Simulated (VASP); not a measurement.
A run of VASP 6.6.1 is set up as follows.

Contents of INCAR:

```
PREC     = Accurate       # precision mode
ENCUT    = 520            # plane-wave cutoff, eV
EDIFF    = 1E-6           # SCF threshold, eV
ISMEAR   = 0              # smearing method
SIGMA    = 0.15           # smearing width, eV
LREAL    = F              # projectors in reciprocal space
LASPH    = T              # aspherical terms in the spheres
NELM     = 60             # most SCF steps
ALGO     = Fast           # electronic algorithm
ISIF     = 2              # what is computed and relaxed
LWAVE    = F              # write WAVECAR
LCHARG   = F              # write CHGCAR
GGA      = PS             # functional
NBANDS   = 18             # bands
```

KPOINTS

```
Automatic mesh
0
Gamma
  14 14 14
```

POSCAR

```
Cu
1.0
    1.2147975457     -3.9598457492      0.0000000000
    1.2147975457      3.9598457492      0.0000000000
    0.0000000000      0.0000000000      2.4677050578
Cu
2
Direct
    0.1338530443      0.8661469557      0.2500000000
    0.8661469557      0.1338530443      0.7500000000
```

Potentials or basis: VASP PAW PBE potentials, release 64 (Cu).

Command:

```sh
$ cat potpaw_PBE.64/Cu/POTCAR > POTCAR
$ mpirun -np 1 vasp_std > vasp.out
```

(1) Estimate the largest force.

(2) Estimate the pressure.

(3) What does it give for the band gap on the k mesh?

Answers

(1) 0.003 eV/Å.

(2) 1.1 GPa.

(3) zero (band 11 reaches 11.34 eV, above the bottom of band 12 at 5.69 eV).

Caveat: the PAW data sets were made with another functional, which shifts forces and pressure a little.
